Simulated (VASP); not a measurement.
Write the native input for VASP 6.6.1 that does the following.

```
Task                   : single point
Functional             : r2SCAN
Potentials or basis    : VASP PAW PBE potentials, release 64 (Cs_sv, I)
Cutoff                 : 550 eV
k mesh                 : 4 × 4 × 4
Occupations            : gaussian, width 0.01 eV
Spin                   : no spin polarisation
Dipole correction      : no
Further INCAR settings : ALGO = Normal; EDIFF = 1e-06; NBANDS = 15
```

The system is CsI.

```
Cs I
1.0
     4.56159    0.00000    0.00000
     0.00000    4.56159    0.00000
     0.00000    0.00000    4.56159
Cs I
1 1
Direct
  0.00000 0.00000 0.00000
  0.50000 0.50000 0.50000
```

This cell differs from its parent crystal: volume changed by -3%.

These files were run (other wordings do the same):

POSCAR

```
CsI
1.0
    4.5615895858      0.0000000000      0.0000000000
    0.0000000000      4.5615895858      0.0000000000
    0.0000000000      0.0000000000      4.5615895858
Cs I
1 1
Direct
    0.0000000000      0.0000000000      0.0000000000
    0.5000000000      0.5000000000      0.5000000000
```

INCAR.step1

```
SYSTEM = CsI
PREC     = Accurate       ! precision mode
ENCUT    = 550            ! plane-wave cutoff, eV
ISMEAR   = 0              ! smearing method
SIGMA    = 0.01           ! smearing width, eV
LREAL    = .False.        ! projectors in reciprocal space
LASPH    = .True.         ! aspherical terms in the spheres
NELM     = 120            ! most SCF steps
NBANDS   = 15             ! bands
GGA      = PE             ! functional
ALGO     = Normal         ! electronic algorithm
EDIFF    = 1E-5           ! SCF threshold, eV
LWAVE    = .True.         ! write WAVECAR
LCHARG   = .False.        ! write CHGCAR
GGA_COMPAT= .False.
```

INCAR.step2

```
SYSTEM = CsI
PREC     = Accurate       ! precision mode
ENCUT    = 550            ! plane-wave cutoff, eV
EDIFF    = 1E-6           ! SCF threshold, eV
ISMEAR   = 0              ! smearing method
SIGMA    = 0.01           ! smearing width, eV
LREAL    = .False.        ! projectors in reciprocal space
LASPH    = .True.         ! aspherical terms in the spheres
NELM     = 120            ! most SCF steps
ALGO     = Normal         ! electronic algorithm
ISIF     = 2              ! what is computed and relaxed
LWAVE    = .False.        ! write WAVECAR
LCHARG   = .True.         ! write CHGCAR
METAGGA  = R2SCAN         ! meta-GGA
LMIXTAU  = .True.       
LELF     = .True.         ! ELF
LVHAR    = .True.       
NBANDS   = 15             ! bands
ISTART   = 1            
GGA_COMPAT= .False.
```

KPOINTS

```
Automatic mesh
0
Gamma
  4 4 4
  0 0 0
```

Potentials or basis: VASP PAW PBE potentials, release 64 (Cs_sv, I).

Launch:

```sh
$ cat potpaw_PBE.64/Cs_sv/POTCAR potpaw_PBE.64/I/POTCAR > POTCAR
$ cp INCAR.step1 INCAR
$ mpirun -np 1 vasp_std > vasp.out
$ cp INCAR.step2 INCAR
$ mpirun -np 1 vasp_std > vasp.out
```

It gave:

```json
{
 "Pressure": "0.5 GPa",
 "Band gap on the k mesh": "4.60 eV, indirect (least direct gap 4.69 eV)"
}
```

Caveat: the PAW data sets were made with another functional, which shifts forces and pressure a little; spin-orbit coupling is left out, which moves the levels of the heavy elements.

It took 37 s on 1 thread of AMD EPYC 9R45 96-Core Processor (Zen 5), on a shared host, peak memory 0.19 GiB.
